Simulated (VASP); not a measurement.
# LiCl (Fm-3m) in VASP: notebook, part 2 of 2

VASP 6.6.1. The steps go on from the part before.

### Step 4. Elastic constants, PBE

INCAR

```
PREC     = Accurate       # precision mode
ENCUT    = 750            # plane-wave cutoff, eV
EDIFF    = 1E-8           # SCF threshold, eV
ISMEAR   = 0              # smearing method
SIGMA    = 0.01           # smearing width, eV
LREAL    = F              # projectors in reciprocal space
LASPH    = T              # aspherical terms in the spheres
NELM     = 120            # most SCF steps
ALGO     = Normal         # electronic algorithm
ISIF     = 3              # what is computed and relaxed
LWAVE    = F              # write WAVECAR
LCHARG   = T              # write CHGCAR
GGA      = PE             # functional
NBANDS   = 12             # bands
IBRION   = 6              # ionic algorithm
NFREE    = 2            
POTIM    = 0.015          # step
NSW      = 1              # ionic steps
GGA_COMPAT= F
```

KPOINTS

```
Automatic mesh
0
Gamma
  8 8 8
```

POSCAR

```
LiCl
1.0
    0.0000000000      2.5751811172      2.5751811172
    2.5751811172      0.0000000000      2.5751811172
    2.5751811172      2.5751811172      0.0000000000
Li Cl
1 1
Direct
    0.5000000000      0.5000000000      0.5000000000
    0.0000000000      0.0000000000      0.0000000000
```

Potentials or basis: VASP PAW PBE potentials, release 64 (Li_sv, Cl).

On the command line:

```sh
$ cat potpaw_PBE.64/Li_sv/POTCAR potpaw_PBE.64/Cl/POTCAR > POTCAR
$ mpirun -np 1 vasp_std > vasp.out
```

OUTCAR:

```text
PREC = Accurate
   ENCUT = 750
   EDIFF = 1E-8
   ISMEAR = 0
   LREAL = F
   LASPH = T
   NELM = 120
   ISIF = 3
   GGA = PE
   IBRION = 6
   NFREE = 2
   POTIM = 0.015
   NSW = 1

 ion  position               nearest neighbor table
   1  0.500  0.500  0.500-   2 2.58   2 2.58   2 2.58   2 2.58   2 2.58   2 2.58
   2  0.000  0.000  0.000-   1 2.58   1 2.58   1 2.58   1 2.58   1 2.58   1 2.58

  LATTYP: Found a face centered cubic cell.
 ALAT       =     5.1503622344

  Lattice vectors:

 A1 = (   0.0000000000,   2.5751811172,   2.5751811172)
 A2 = (   2.5751811172,   0.0000000000,   2.5751811172)
 A3 = (   2.5751811172,   2.5751811172,   0.0000000000)

Analysis of symmetry for initial positions (statically):
=====================================================================
 Subroutine PRICEL returns:
 Original cell was already a primitive cell.

 Routine SETGRP: Setting up the symmetry group for a
 face centered cubic supercell.

 Subroutine GETGRP returns: Found 48 space group operations
 (whereof 48 operations were pure point group operations)
 out of a pool of 48 trial point group operations.

The static configuration has the point symmetry O_h .

Analysis of symmetry for dynamics (positions and initial velocities):
=====================================================================
 Subroutine PRICEL returns:
 Original cell was already a primitive cell.

 Routine SETGRP: Setting up the symmetry group for a
[... 733 lines left out ...]
      8      12.4152      0.00000
      9      12.4165      0.00000
     10      14.9253      0.00000
     11      14.9465      0.00000
     12      14.9465      0.00000
[... 374 lines left out ...]
  FREE ENERGIE OF THE ION-ELECTRON SYSTEM (eV)
  ---------------------------------------------------
  free  energy   TOTEN  =        -7.3837029582 eV

  energy  without entropy=       -7.3837029582  energy(sigma->0) =       -7.38370296

 INTERNAL STRAIN TENSORS FROM STRAINED CELLS
 ============================================

 INTERNAL STRAIN TENSOR FOR ION    1 for displacements in x,y,z  (eV/Angst):
          X           Y           Z          XY          YZ          ZX
  --------------------------------------------------------------------------------
  x    -0.00000     0.00000    -0.00000    -0.00000    -0.00000    -0.00000
  y     0.00000    -0.00000    -0.00000    -0.00000     0.00000     0.00000
  z     0.00000     0.00000     0.00000     0.00000    -0.00000     0.00000

 INTERNAL STRAIN TENSORS FROM DISPLACED ATOMS
 ============================================

 INTERNAL STRAIN TENSOR FOR ION    1 for displacements in x,y,z  (eV/Angst):
          X           Y           Z          XY          YZ          ZX
  --------------------------------------------------------------------------------
  x     0.00000     0.00000     0.00000     0.00000     0.00000     0.00000
  y     0.00000     0.00000     0.00000     0.00000     0.00000     0.00000
  z     0.00000     0.00000     0.00000     0.00000     0.00000     0.00000

 INTERNAL STRAIN TENSOR FOR ION    2 for displacements in x,y,z  (eV/Angst):
          X           Y           Z          XY          YZ          ZX
  --------------------------------------------------------------------------------
  x     0.00000     0.00000     0.00000     0.00000     0.00000     0.00000
  y     0.00000     0.00000     0.00000     0.00000     0.00000     0.00000
  z     0.00000     0.00000     0.00000     0.00000     0.00000     0.00000

 Eigenvectors and eigenvalues of the dynamical matrix
 ----------------------------------------------------

   1 f  =    4.994281 THz    31.379990 2PiTHz  166.591268 cm-1    20.654675 meV
             X         Y         Z           dx          dy          dz
      2.575181  2.575181  2.575181     0.000000   -0.000000   -0.914327
      0.000000  0.000000  0.000000     0.000000   -0.000000    0.404976
[... 21 lines left out ...]
   6 f/i=    0.007269 THz     0.045674 2PiTHz    0.242477 cm-1     0.030063 meV
             X         Y         Z           dx          dy          dz
      2.575181  2.575181  2.575181    -0.020931    0.347893   -0.206248
      0.000000  0.000000  0.000000    -0.047256    0.785449   -0.465652

--------------------------------------------------------------------------------------------------------

 ELASTIC MODULI CONTR FROM IONIC RELAXATION (kBar)
 Direction    XX          YY          ZZ          XY          YZ          ZX
 --------------------------------------------------------------------------------
 XX           0.0000      0.0000      0.0000      0.0000      0.0000      0.0000
 YY           0.0000      0.0000      0.0000      0.0000      0.0000      0.0000
 ZZ           0.0000      0.0000      0.0000      0.0000      0.0000      0.0000
 XY           0.0000      0.0000      0.0000      0.0000      0.0000      0.0000
 YZ           0.0000      0.0000      0.0000      0.0000      0.0000      0.0000
 ZX           0.0000      0.0000      0.0000      0.0000      0.0000      0.0000
 --------------------------------------------------------------------------------

 TOTAL ELASTIC MODULI (kBar)
 Direction    XX          YY          ZZ          XY          YZ          ZX
 --------------------------------------------------------------------------------
 XX         519.7714    218.1543    218.1543      0.0000      0.0000      0.0000
 YY         218.1543    519.7714    218.1543     -0.0000      0.0000     -0.0000
 ZZ         218.1543    218.1543    519.7714      0.0000     -0.0000     -0.0000
 XY           0.0000     -0.0000      0.0000    251.3211      0.0000      0.0000
 YZ           0.0000      0.0000     -0.0000      0.0000    251.3211      0.0000
 ZX           0.0000     -0.0000     -0.0000      0.0000      0.0000    251.3211
 --------------------------------------------------------------------------------
```

OSZICAR:

```text
N       E                     dE             d eps       ncg     rms          rms(c)
DAV:   1     0.481360437041E+02    0.48136E+02   -0.57174E+03   696   0.102E+03
DAV:   2    -0.285149558754E+01   -0.50988E+02   -0.48736E+02   864   0.186E+02
DAV:   3    -0.731634556668E+01   -0.44648E+01   -0.44431E+01  1196   0.437E+01
[... 196 lines left out ...]
DAV:   3    -0.738374213450E+01    0.11027E-03   -0.45812E-04  1860   0.157E-01    0.528E-02
DAV:   4    -0.738370083102E+01    0.41303E-04   -0.31852E-04  1692   0.107E-01    0.199E-02
DAV:   5    -0.738370314884E+01   -0.23178E-05   -0.43573E-05  1684   0.453E-02    0.139E-02
DAV:   6    -0.738370294218E+01    0.20666E-06   -0.33596E-06  1712   0.143E-02    0.938E-03
DAV:   7    -0.738370296213E+01   -0.19946E-07   -0.34786E-07  1728   0.498E-03    0.420E-03
DAV:   8    -0.738370295821E+01    0.39148E-08   -0.38343E-08  1812   0.159E-03
  17 F= -.73837030E+01 E0= -.73837030E+01  d E =-.556281E-56
```

stdout:

```text
POSCAR found type information on POSCAR LiCl
 POSCAR found :  2 types and       2 ions
 scaLAPACK will be used
 LDA part: xc-table for (Slater+PW92), standard interpolation
 POSCAR, INCAR and KPOINTS ok, starting setup
 FFT: planning ... GRIDC
 FFT: planning ... GRID_SOFT
 FFT: planning ... GRID
 WAVECAR not read
 entering main loop
 Found     2 degrees of freedom:
 Adding 6 more for cell shape distortion
 Finite differences POTIM= 0.01500 DOF=   8
 bond charge predicted
 Finite differences progress:
 bond charge predicted
 Finite differences progress:
 bond charge predicted
 Finite differences progress:
 bond charge predicted
 Finite differences progress:
 bond charge predicted
 Finite differences progress:
 bond charge predicted
 Finite differences progress:
 bond charge predicted
 Finite differences progress:
 bond charge predicted
 Finite differences progress:
 bond charge predicted
 Finite differences progress:
 bond charge predicted
 Finite differences progress:
 bond charge predicted
 Finite differences progress:
 bond charge predicted
 Finite differences progress:
 bond charge predicted
 Finite differences progress:
 bond charge predicted
 Finite differences progress:
 bond charge predicted
 Finite differences progress:
 bond charge predicted
 Finite differences progress:
```

It took 8.4 min on 1 thread of AMD EPYC 9R45 (Zen 5), shared host; peak memory 0.3 GiB.

What came out:

```yaml
Elastic_constants_C11_C12_C44: 52, 22, 25 GPa
Voigt_bulk_modulus: 32 GPa
Highest_phonon_frequency_at_Γ_LO-TO_splitting_left_out: 167 cm⁻¹
```

Phonon frequencies in cm⁻¹ (negative: imaginary):
| q point | frequencies |
| --- | --- |
| (0.000, 0.000, 0.000) | 0 0 0 167 167 167 |

Elastic tensor in Voigt notation (GPa, in the Cartesian axes of the cell as first typed):
```
52 22 22  0  0  0
22 52 22  0  0  0
22 22 52  0  0  0
 0  0  0 25  0  0
 0  0  0  0 25  0
 0  0  0  0  0 25
```

Clamped-ion elastic tensor (GPa):
```
52 22 22  0  0  0
22 52 22  0  0  0
22 22 52  0  0  0
 0  0  0 25  0  0
 0  0  0  0 25  0
 0  0  0  0  0 25
```
